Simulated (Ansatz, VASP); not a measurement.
# One calculation of Al2Cu, two programs

```
Al Cu
1.0
    -2.00467    2.00467    2.83511
     2.00467   -2.00467    2.83511
     2.00467    2.00467   -2.83511
Al Cu
2 1
Direct
  0.75000 0.25000 0.50000
  0.25000 0.75000 0.50000
  0.50000 0.50000 0.00000
```

Alike in both runs: functional LDA; k mesh 14 × 14 × 14; occupations gaussian, width 0.1 eV; no spin polarisation.

Ansatz relaxed the structure, and its values are those at the end. VASP's run is a single point on that final structure, the one shown.

```csv
,VASP,Ansatz
version,VASP 6.6.1,Ansatz 0.2.0
potentials or method,"VASP PAW LDA potentials, release 64 (Al, Cu), cutoff 520 eV","scalar-relativistic, plane waves, PAW"
valence electrons in the cell,17,25
```

|  | VASP | Ansatz | Ansatz less VASP |
| --- | --- | --- | --- |
| gap on the k mesh at the Fermi level (eV) | none | none | - |
| pressure (GPa) | 0.4 | 0.0 | -0.36 |

Ansatz warns that its potentials were made for another functional, while VASP's fit it. LDA's correlation is that of Perdew and Zunger in VASP and of Perdew and Wang (1992) in Ansatz. A gap of «none» marks a metal or a gap that the smearing closes. VASP's potentials hold 17 valence electrons a cell and Ansatz's 25, so a difference there can come from the potentials and not from the codes.
